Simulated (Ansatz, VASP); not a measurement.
One calculation of HfC, two programs

File POSCAR:

```
HfC
1.0
    3.2976866492      0.0000000000      0.0000000000
   -1.6488433246      2.8558804119      0.0000000000
    0.0000000000      0.0000000000      5.1323984344
Hf C
2 2
Direct
    0.3333333333      0.6666666667      0.2500000000
    0.6666666667      0.3333333333      0.7500000000
    0.0000000000      0.0000000000      0.5000000000
    0.0000000000      0.0000000000      0.0000000000
```

Contents of INCAR.step1:

```
SYSTEM = HfC
  ALGO = Normal
  EDIFF = 1E-4
  ENCUT = 520
  GGA = PE
  ISMEAR = -1
  LASPH = .TRUE.
  LCHARG = .FALSE.
  LREAL = .FALSE.
  LWAVE = .TRUE.
  NBANDS = 22
  NELM = 100
  PREC = Accurate
  SIGMA = 0.05
```

File INCAR.step2:

```
SYSTEM = HfC
  ALGO = Normal
  EDIFF = 1E-6
  ENCUT = 520
  ISIF = 2
  ISMEAR = -1
  ISTART = 1
  LASPH = .TRUE.
  LCHARG = .FALSE.
  LMIXTAU = .TRUE.
  LREAL = .FALSE.
  LWAVE = .FALSE.
  METAGGA = R2SCAN
  NBANDS = 22
  NELM = 100
  PREC = Accurate
  SIGMA = 0.05
```

KPOINTS

```
k-points
0
G
  9 9 5
  0 0 0
```

input.yaml

```yaml
crystal:
  lattice:
    - [3.2976866492, 0.0, 0.0]
    - [-1.6488433246, 2.8558804119, 0.0]
    - [0.0, 0.0, 5.1323984344]
  atoms:
    - { symbol: Hf, position: [0.3333333333, 0.6666666667, 0.25] }
    - { symbol: Hf, position: [0.6666666667, 0.3333333333, 0.75] }
    - { symbol: C, position: [0.0, 0.0, 0.5] }
    - { symbol: C, position: [0.0, 0.0, 0.0] }
hamiltonian:
  xc: r2scan
  pseudopotentials: { kind: paw }
kpoints:
  mp_grid: { grid: [9, 9, 5] }
scf:
  occupations: { method: fermi_dirac, width: 0.05 }
output:
  forces: true
  stress: true
  eigenvalues: true
  write_density: true
  write_potential: true
  elf: true
  volumetric_format: npy
```

Alike in both runs: task single point; functional r2SCAN; k mesh 9 × 9 × 5; occupations fermi-dirac, width 0.05 eV; no spin polarisation.

```csv
,VASP,Ansatz
version,VASP 6.6.1,Ansatz 0.2.0
potentials or method,"VASP PAW PBE potentials, release 64 (Hf_pv, C)",Ansatz PAW
plane-wave cutoff (eV),520,500
valence electrons in the cell,28,60
```

```tsv
	VASP	Ansatz	Ansatz less VASP
gap on the k mesh at the Fermi level (eV)	none	none	-
pressure (GPa)	6.6	7.5	+0.97
traceless stress, the component that is largest in VASP (GPa)	3.68	3.61	-0.072
```

VASP's potentials were made for PBE, not for r2SCAN. A gap of «none» marks a metal or a gap that the smearing closes. The functional is the same, so the differences come from potentials, cutoffs and numerics. VASP's potentials hold 28 valence electrons a cell and Ansatz's 60, so a difference there can come from the potentials and not from the codes.

Spin-orbit coupling is off throughout.
